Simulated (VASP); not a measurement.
Here is a VASP 6.6.1 calculation.

INCAR

```
SYSTEM = InSe
PREC = Accurate
ENCUT = 600
EDIFF = 1E-6
ISMEAR = 0
SIGMA = 0.01
LREAL = .FALSE.
LASPH = .TRUE.
NELM = 60
ALGO = Normal
ISIF = 3
LWAVE = .FALSE.
LCHARG = .FALSE.
GGA = PE
IVDW = 12
IBRION = 2
NSW = 100
EDIFFG = -0.005
KPAR = 4
```

File KPOINTS:

```
regular mesh
0
G
  12 12 2
  0 0 0
```

File POSCAR:

```
InSe
1.0
    4.0355108997      0.0000000000      0.0000000000
   -2.0177554499      3.4948549564      0.0000000000
    0.0000000000      0.0000000000     16.6223555919
In Se
4 4
Direct
    0.0000000000      0.0000000000      0.5840233269
    0.0000000000      0.0000000000      0.4159766731
    0.3333333333      0.6666666667      0.9159829561
    0.3333333333      0.6666666667      0.0840170439
    0.6666666667      0.3333333333      0.8386512608
    0.6666666667      0.3333333333      0.1613487392
    0.3333333333      0.6666666667      0.6612672598
    0.3333333333      0.6666666667      0.3387327402
```

Potentials or basis: VASP PAW PBE potentials, release 64 (In_d, Se).

The run is started by

```sh
$ cat potpaw_PBE.64/In_d/POTCAR potpaw_PBE.64/Se/POTCAR > POTCAR
$ mpirun -np 4 vasp_std > vasp.out
```

(1) Estimate the relaxed cell.

(2) Predict the band gap on the k mesh.

(3) Estimate the space group after relaxing (to 0.1 Å).

## Answers

(1) a = 4.037 Å, b = 4.037 Å, c = 16.626 Å, α = 90.00°, β = 90.00°, γ = 120.00°.

(2) 0.28 eV.

(3) P-6m2 (No. 187).

Caveat: spin-orbit coupling is left out, which moves the levels of the heavy elements.
